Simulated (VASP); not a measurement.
As:

```
As
1.0
     0.00000    2.91252    2.91252
     2.91252    0.00000    2.91252
     2.91252    2.91252    0.00000
As
2
Direct
  0.12500 0.12500 0.12500
  0.87500 0.87500 0.87500
```

This isn't the form of As at room conditions, which is rhombohedral.

| Item | Value |
| --- | --- |
| Program | VASP 6.6.1 |
| Task | relaxation of cell and atoms |
| Functional | r2SCAN |
| Potentials or basis | VASP PAW PBE potentials, release 64 (As) |
| Cutoff | 600 eV |
| k mesh | 9 × 9 × 9 |
| Occupations | fermi-dirac, width 0.1 eV |
| Spin | no spin polarisation |

At the start: pressure 7.5 GPa; volume 24.71 Å³/atom.

Problem. How do energy, volume and symmetry change on relaxing?

Solution. Over 3 steps the energy falls by 69.1 meV/atom and the volume is 27.91 Å³/atom (+13.0 %); space group Fd-3m (No. 227, to 0.1 Å) before and after.

Step by step:
```
step  energy change (eV)  largest force (eV/Å)  pressure (GPa)  volume (Å³)
   1              0.0000                0.0000            7.52        49.41
   2             -0.1240                0.0000           -1.89        58.18
   3             -0.1381                0.0000            0.04        55.83
```

Final structure:
```yaml
crystal:
  lattice:
    - [0.00000, 3.03343, 3.03343]
    - [3.03343, 0.00000, 3.03343]
    - [3.03343, 3.03343, 0.00000]
  atoms:
    - { symbol: As, position: [0.12500, 0.12500, 0.12500] }
    - { symbol: As, position: [0.87500, 0.87500, 0.87500] }
```

Caveat: the PAW data sets were made with another functional, which shifts forces and pressure a little.
